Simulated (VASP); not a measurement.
A run of VASP 6.6.1:

File INCAR:

```
  ALGO = Normal
  EDIFF = 1E-6
  ENCUT = 520
  GGA = PE
  ISIF = 2
  ISMEAR = 0
  ISPIN = 2
  LASPH = T
  LCHARG = F
  LMAXMIX = 4
  LORBIT = 11
  LREAL = F
  LWAVE = F
  MAGMOM = 1 0 0 0 0 0
  NBANDS = 33
  NELM = 150
  PREC = Accurate
  SIGMA = 0.15
```

Contents of KPOINTS:

```
k-points
0
Gamma
  3 3 3
```

Contents of POSCAR:

```
CuSbSe4
1.0
    2.2466828357      1.2971229400      8.0972711600
   -2.2466828357      1.2971229400      8.0972711600
    0.0000000000     -2.5942458799      8.0972711600
Cu Sb Se
1 1 4
Direct
    0.0000000000      0.0000000000      0.0000000000
    0.5000000000      0.5000000000      0.5000000000
    0.6477595990      0.6477595990      0.6477595990
    0.1077801004      0.1077801004      0.1077801004
    0.8922198996      0.8922198996      0.8922198996
    0.3522404010      0.3522404010      0.3522404010
```

Potentials or basis: VASP PAW PBE potentials, release 64 (Cu, Sb, Se).

The run is started by

```console
$ cat potpaw_PBE.64/Cu/POTCAR potpaw_PBE.64/Sb/POTCAR potpaw_PBE.64/Se/POTCAR > POTCAR
$ mpirun -np 1 vasp_std > vasp.out
```

Hardware: 1 thread of Intel(R) Xeon(R) 6975P-C (Granite Rapids), with other jobs on the host.

Question: How long does it take, and how much memory?

Answer: Wall time 2.5 min on 1 thread of Intel(R) Xeon(R) 6975P-C (Granite Rapids), with other jobs on the host, peak memory 0.74 GiB. Counts: scf iterations 18, k points 6.
